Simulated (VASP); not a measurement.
# SnO (Cmce) in VASP: single point with PBEsol

Aim: the single point of SnO with PBEsol.

Everything below comes from runs of VASP 6.6.1. Logs are shortened: lines on timing, memory, paths and dates and some standing lists are left out, and cuts for length are marked.

## Step 1: The cell of the first run

The typed cell holds 8 atoms: a = 3.798 Å, b = 3.798 Å, c = 9.469 Å, α = 90.00°, β = 90.00°, γ = 90.00°.

## Step 2: Single point, PBEsol

The input, INCAR:

```
PREC     = Accurate       # precision mode
ENCUT    = 600            # plane-wave cutoff, eV
EDIFF    = 1E-6           # SCF threshold, eV
ISMEAR   = -1             # smearing method
SIGMA    = 0.05           # smearing width, eV
LREAL    = F              # projectors in reciprocal space
LASPH    = T              # aspherical terms in the spheres
NELM     = 120            # most SCF steps
ALGO     = Normal         # electronic algorithm
ISIF     = 2              # what is computed and relaxed
LWAVE    = F              # write WAVECAR
LCHARG   = F              # write CHGCAR
GGA      = PS             # functional
NBANDS   = 50             # bands
GGA_COMPAT= F
```

The input, KPOINTS:

```
Automatic mesh
0
Gamma
  6 6 2
```

The input, POSCAR:

```
SnO
1.0
    2.6857778440     -2.6857348512      0.0000000000
    2.6857778440      2.6857348512      0.0000000000
    0.0000000000      0.0000000000      9.4692203962
Sn O
4 4
Direct
    0.7500569401      0.2499430599      0.8720757730
    0.7499430599      0.2500569401      0.3720757730
    0.2499430599      0.7500569401      0.1279242270
    0.2500569401      0.7499430599      0.6279242270
    0.2498324956      0.2501675044      0.2500000000
    0.2501675044      0.2498324956      0.7500000000
    0.7498324956      0.7501675044      0.2500000000
    0.7501675044      0.7498324956      0.7500000000
```

Potentials or basis: VASP PAW PBE potentials, release 64 (Sn_d, O).

Run with:

```sh
$ cat potpaw_PBE.64/Sn_d/POTCAR potpaw_PBE.64/O/POTCAR > POTCAR
$ mpirun -np 1 vasp_std > vasp.out
```

OUTCAR:

```text
PREC = Accurate
   ENCUT = 600
   EDIFF = 1E-6
   ISMEAR = -1
   LREAL = F
   LASPH = T
   NELM = 120
   ISIF = 2
   GGA = PS

 ion  position               nearest neighbor table
   1  0.750  0.250  0.872-   6 2.22   8 2.22   6 2.22   8 2.22   4 3.54   4 3.54   4 3.54   4 3.54
                             3 3.62   3 3.62   3 3.62   3 3.62
   2  0.750  0.250  0.372-   5 2.22   7 2.22   7 2.22   5 2.22   3 3.54   3 3.54   3 3.54   3 3.54
                             4 3.62   4 3.62   4 3.62   4 3.62
   3  0.250  0.750  0.128-   5 2.22   7 2.22   5 2.22   7 2.22   2 3.54   2 3.54   2 3.54   2 3.54
                             1 3.62   1 3.62   1 3.62   1 3.62
   4  0.250  0.750  0.628-   6 2.22   8 2.22   8 2.22   6 2.22   1 3.54   1 3.54   1 3.54   1 3.54
                             2 3.62   2 3.62   2 3.62   2 3.62
   5  0.250  0.250  0.250-   2 2.22   3 2.22   2 2.22   3 2.22
   6  0.250  0.250  0.750-   1 2.22   4 2.22   4 2.22   1 2.22
   7  0.750  0.750  0.250-   2 2.22   3 2.22   3 2.22   2 2.22
   8  0.750  0.750  0.750-   1 2.22   4 2.22   1 2.22   4 2.22

  LATTYP: Found a base centered orthorhombic cell.
 ALAT       =     5.3714697024
 B/A-ratio  =     1.0000160078
 C/A-ratio  =     1.7628732769

  Lattice vectors:

 A1 = (  -2.6857778440,  -2.6857348512,   0.0000000000)
 A2 = (   2.6857778440,  -2.6857348512,   0.0000000000)
 A3 = (   0.0000000000,   0.0000000000,   9.4692203962)

Analysis of symmetry for initial positions (statically):
=====================================================================
 Subroutine PRICEL returns:
 Original cell was already a primitive cell.

 Routine SETGRP: Setting up the symmetry group for a
 base centered orthorhombic supercell.

 Subroutine GETGRP returns: Found  8 space group operations
 (whereof  4 operations were pure point group operations)
 out of a pool of  8 trial point group operations.

The static configuration has the point symmetry C_2h.
 The point group associated with its full space group is D_2h.

Analysis of symmetry for dynamics (positions and initial velocities):
=====================================================================
 Subroutine PRICEL returns:
 Original cell was already a primitive cell.

 Routine SETGRP: Setting up the symmetry group for a
 base centered orthorhombic supercell.

 Subroutine GETGRP returns: Found  8 space group operations
 (whereof  4 operations were pure point group operations)
 out of a pool of  8 trial point group operations.

The dynamic configuration has the point symmetry C_2h.
 The point group associated with its full space group is D_2h.

 Subroutine INISYM returns: Found  8 space group operations
 (whereof  4 operations are pure point group operations),
 and found     1 'primitive' translations

----------------------------------------------------------------------------------------

                                     Primitive cell

  volume of cell :     136.6084

  direct lattice vectors                    reciprocal lattice vectors
     2.685777844 -2.685734851  0.000000000     0.186165807 -0.186168787  0.000000000
     2.685777844  2.685734851  0.000000000     0.186165807  0.186168787  0.000000000
     0.000000000  0.000000000  9.469220396     0.000000000  0.000000000  0.105605315

  length of vectors
     3.798233052  3.798233052  9.469220396     0.263280317  0.263280317  0.105605315

  position of ions in fractional coordinates (direct lattice)
     0.750056940  0.249943060  0.872075773
     0.749943060  0.250056940  0.372075773
     0.249943060  0.750056940  0.127924227
     0.250056940  0.749943060  0.627924227
     0.249832496  0.250167504  0.250000000
     0.250167504  0.249832496  0.750000000
     0.749832496  0.750167504  0.250000000
     0.750167504  0.749832496  0.750000000

  ion indices of the primitive-cell ions
   primitive index   ion index
                 1           1
                 2           2
                 3           3
                 4           4
                 5           5
                 6           6
                 7           7
                 8           8

----------------------------------------------------------------------------------------

 KPOINTS: Automatic mesh

Automatic generation of k-mesh.
 Grid dimensions read from file:
 generate k-points for:    6    6    2

 Generating k-lattice:

  Cartesian coordinates                     Fractional coordinates (reciprocal lattice)
     0.031027635 -0.031028131  0.000000000     0.166666667 -0.000000000  0.000000000
     0.031027635  0.031028131  0.000000000    -0.000000000  0.166666667  0.000000000
     0.000000000  0.000000000  0.052802657     0.000000000  0.000000000  0.500000000

  Length of vectors
     0.043880053  0.043880053  0.052802657

  Shift w.r.t. Gamma in fractional coordinates (k-lattice)
     0.000000000  0.000000000  0.000000000

 Subroutine IBZKPT returns following result:
 ===========================================

 Found     26 irreducible k-points:

 Following reciprocal coordinates:
            Coordinates               Weight
  0.000000  0.000000  0.000000      1.000000
  0.166667  0.000000  0.000000      4.000000
  0.333333  0.000000  0.000000      4.000000
  0.500000  0.000000  0.000000      2.000000
  0.166667  0.166667  0.000000      2.000000
  0.333333  0.166667  0.000000      4.000000
[... 16 lines left out ...]
  0.333333  0.333333  0.500000      2.000000
  0.500000  0.333333  0.500000      4.000000
 [... further k-points ...]
   k-points           NKPTS =     26   k-points in BZ     NKDIM =     26   number of bands    NBANDS=     50
   number of dos      NEDOS =    301   number of ions     NIONS =      8
   total plane-waves  NPLWV =  72000
   dimension x,y,z NGX =    30 NGY =   30 NGZ =   80
   dimension x,y,z NGXF=    60 NGYF=   60 NGZF=  160
   ions per type =               4   4
   NGX,Y,Z   is equivalent  to a cutoff of  13.13, 13.13, 14.05 a.u.
   NGXF,Y,Z  is equivalent  to a cutoff of  26.26, 26.26, 28.09 a.u.
 SYSTEM =  unknown system
   PREC   = accura    normal or accurate (medium, high low for compatibility)
   ISTART =      0    job   : 0-new  1-cont  2-samecut
   ICHARG =      2    charge: 1-file 2-atom 10-const
   ISPIN  =      1    spin polarized calculation?
   LNONCOLLINEAR =      F non collinear calculations
   LSORBIT =      F    spin-orbit coupling
   LASPH  =      T    aspherical Exc in radial PAW
   ENCUT  =  600.0 eV  44.10 Ry    6.64 a.u.   7.59  7.59 18.91*2*pi/ulx,y,z
   NELM   =    120;   NELMIN=  2; NELMDL= -5     # of ELM steps
   EDIFF  = 0.1E-05   stopping-criterion for ELM
   LREAL  =      F    real-space projection
   EDIFFG = 0.1E-04   stopping-criterion for IOM
   NSW    =      0    number of steps for IOM
   IBRION =     -1    ionic relax: 0-MD 1-quasi-New 2-CG
   NFREE  =      0    steps in history (QN), initial steepest desc. (CG)
   ISIF   =      2    stress and relaxation
   ISYM   =      2    0-nonsym 1-usesym 2-fastsym
   POTIM  = 0.5000    time-step for ionic-motion
   TEBEG  =    0.0;   TEEND  =   0.0 temperature during run
   PSTRESS=    0.0 pullay stress
   NELECT =      80.0000    total number of electrons
   NUPDOWN=      -1.0000    fix difference up-down
   EMIN   =  10.00;   EMAX   =-10.00  energy-range for DOS
   EFERMI =   0.00;   METHOD = LEGACY
   ISMEAR =    -1;   SIGMA  =   0.05  broadening in eV -4-tet -1-fermi 0-gaus
   EFERMI_NEDOS =   21; number of points for ismear=-14 and -15
   IALGO  =     38    algorithm
   IMIX   =      4    mixing-type and parameters
     AMIX     =   0.40;   BMIX     =  1.00
     AMIX_MAG =   1.60;   BMIX_MAG =  1.00
  volume/ion in A,a.u.               =      17.08       115.23
  Fermi-wavevector in a.u.,A,eV,Ry     =   1.369659  2.588280 25.524051  1.875965
  Thomas-Fermi vector in A             =   2.495514
   LORBIT       =      0    0 simple, 1 ext, 2 COOP (PROOUT), +10 PAW based schemes
   GGA     = PS    functional components
   LHFCALC =     F    Hartree Fock is set to
   AEXX    =    0.0000 exact exchange contribution
   IVDW    =     0    specifies the selected vdW correction
   LEPSILON=     F    determine dielectric tensor
   LRPA    =     F    only Hartree local field effects (RPA)
 non-spin polarized calculation
  energy-cutoff  :      600.00
  volume of cell :      136.61
 maximum number of plane-waves:      4592
   NGX = 15   NGY = 15   NGZ = 37

 number of electron      80.0000043 magnetization

 Free energy of the ion-electron system (eV)
  ---------------------------------------------------
  ext. energy  EPLUGINS =         0.00000000
  ---------------------------------------------------
  free energy    TOTEN  =       -48.44389559 eV

  energy without entropy =      -48.43802770  energy(sigma->0) =      -48.44096165

 E-fermi :   7.2838     XC(G=0): -10.6384

 val. band max:        7.2312329097   @ k =   0.1667   0.0000   0.0000
 cond. band min:       7.3103335087   @ k =   0.0000   0.0000   0.0000
 fundamental gap:      0.0791005990
 Fermi energy:         7.2837966036

 k-point     1 :       0.0000    0.0000    0.0000
  band No.  band energies     occupation
      1     -14.6410      2.00000
      2     -14.6176      2.00000
      3     -14.2097      2.00000
      4     -14.1986      2.00000
      5     -14.1986      2.00000
      6     -14.1861      2.00000
[... 42 lines left out ...]
     49      13.1118      0.00000
     50      13.1118      0.00000

 k-point     2 :       0.1667    0.0000    0.0000
  band No.  band energies     occupation
      1     -14.6259      2.00000
      2     -14.6096      2.00000
      3     -14.2468      2.00000
      4     -14.2073      2.00000
      5     -14.1928      2.00000
      6     -14.1902      2.00000
[... 42 lines left out ...]
     49      12.5375      0.00000
     50      13.2506      0.00000

 k-point     3 :       0.3333    0.0000    0.0000
  band No.  band energies     occupation
      1     -14.5857      2.00000
      2     -14.5840      2.00000
      3     -14.4123      2.00000
      4     -14.3756      2.00000
      5     -14.1896      2.00000
      6     -14.1772      2.00000
[... 42 lines left out ...]
     49      13.4370      0.00000
     50      13.6570      0.00000

 k-point     4 :       0.5000    0.0000    0.0000
  band No.  band energies     occupation
      1     -14.5291      2.00000
      2     -14.5291      2.00000
      3     -14.5073      2.00000
      4     -14.5073      2.00000
      5     -14.1930      2.00000
      6     -14.1930      2.00000
[... 999 lines left out ...]
 k-point    23 :       0.3333    0.3333    0.5000
  band No.  band energies     occupation
      1     -14.5826      2.00000
      2     -14.5826      2.00000
      3     -14.5023      2.00000
      4     -14.5023      2.00000
      5     -14.1634      2.00000
      6     -14.1634      2.00000
[... 42 lines left out ...]
     49      13.5771      0.00000
     50      13.5771      0.00000

 k-point    24 :       0.5000    0.3333    0.5000
  band No.  band energies     occupation
      1     -14.5616      2.00000
      2     -14.5616      2.00000
      3     -14.5616      2.00000
      4     -14.5616      2.00000
      5     -14.1595      2.00000
      6     -14.1595      2.00000
[... 42 lines left out ...]
     49      13.9870      0.00000
     50      13.9878      0.00000

 [... further k-points ...]

------------------------ aborting loop because EDIFF is reached ----------------------------------------

  FORCE on cell =-STRESS in cart. coord.  units (eV):
  Direction    XX          YY          ZZ          XY          YZ          ZX
  --------------------------------------------------------------------------------------
  -------------------------------------------------------------------------------------
  Total        0.2044878      0.2068146      0.2212922      0.0000000      0.0000000      0.0000000
  in kB        2.3982838      2.4255735      2.5953699      0.0000000      0.0000000      0.0000000
  external PRESSURE =       2.4730757 kB  Pullay stress =       0.0000000 kB

 VOLUME and BASIS-vectors are now :
 -----------------------------------------------------------------------------
  energy-cutoff  :      600.00
  volume of cell :      136.61
      direct lattice vectors                 reciprocal lattice vectors
     2.685777844 -2.685734851  0.000000000     0.186165807 -0.186168787  0.000000000
     2.685777844  2.685734851  0.000000000     0.186165807  0.186168787  0.000000000
     0.000000000  0.000000000  9.469220396     0.000000000  0.000000000  0.105605315

 POSITION                                       TOTAL-FORCE (eV/Angst)
 -----------------------------------------------------------------------------------
      2.68578     -1.34317      8.25788         0.000000     -0.001883      0.091565
      2.68578     -1.34256      3.52327         0.000000      0.001883      0.091565
      2.68578      1.34317      1.21134         0.000000      0.001883     -0.091565
      2.68578      1.34256      5.94595         0.000000     -0.001883     -0.091565
      1.34289      0.00090      2.36731         0.000000     -0.002640     -0.000000
      1.34289     -0.00090      7.10192         0.000000      0.002640     -0.000000
      4.02867      0.00090      2.36731         0.000000     -0.002640      0.000000
      4.02867     -0.00090      7.10192         0.000000      0.002640     -0.000000
 -----------------------------------------------------------------------------------
    total drift:                                0.000000      0.000000     -0.000000

  FREE ENERGIE OF THE ION-ELECTRON SYSTEM (eV)
  ---------------------------------------------------
  free  energy   TOTEN  =       -48.4438955916 eV

  energy  without entropy=      -48.4380277027  energy(sigma->0) =      -48.44096165
```

It took 1.9 min on 1 thread of Intel Xeon 6975P-C (Granite Rapids), shared host; peak memory 0.33 GiB.

Results:

| Property | Result |
| --- | --- |
| Free energy | -48.4439 eV |
| Pressure | 0.2 GPa |
| Largest force | 0.092 eV/Å |
| Band gap on the k mesh | zero (bands 40 and 41 overlap by 0.15 eV) |

Forces in eV/Å, atoms in the order of the input:
```
Sn   0.000 -0.002  0.092
Sn   0.000  0.002  0.092
Sn   0.000  0.002 -0.092
Sn   0.000 -0.002 -0.092
O    0.000 -0.003  0.000
O    0.000  0.003  0.000
O    0.000 -0.003  0.000
O    0.000  0.003  0.000
```

Levels at points of the mesh, in eV from the Fermi level:
| k point | band 37 | band 38 | band 39 | band 40 | band 41 | band 42 | band 43 | band 44 |
| --- | --- | --- | --- | --- | --- | --- | --- | --- |
| (0.00, 0.00, 0.00) | -3.17 | -2.94 | -2.22 | 0.03 | 1.63 | 2.18 | 2.76 | 2.76 |
| (0.50, 0.00, 0.00) | -2.80 | -2.80 | -1.74 | -1.74 | 2.68 | 2.68 | 3.29 | 3.29 |
| (0.50, 0.50, 0.00) | -2.50 | -2.50 | -1.89 | -1.89 | -0.12 | -0.12 | 2.27 | 2.27 |
| (0.00, 0.00, 0.50) | -3.18 | -3.18 | -0.52 | -0.52 | 1.63 | 1.63 | 3.38 | 3.38 |
| (0.50, 0.00, 0.50) | -2.22 | -2.22 | -2.22 | -2.22 | 2.97 | 2.97 | 2.98 | 2.98 |
| (0.50, 0.50, 0.50) | -2.38 | -2.38 | -2.38 | -2.38 | 0.81 | 0.81 | 0.81 | 0.81 |

Caveat: semilocal functionals underestimate gaps, so a narrow gap can read as zero; the PAW data sets were made with another functional, which shifts forces and pressure a little; spin-orbit coupling is left out, which moves the levels of the heavy elements.
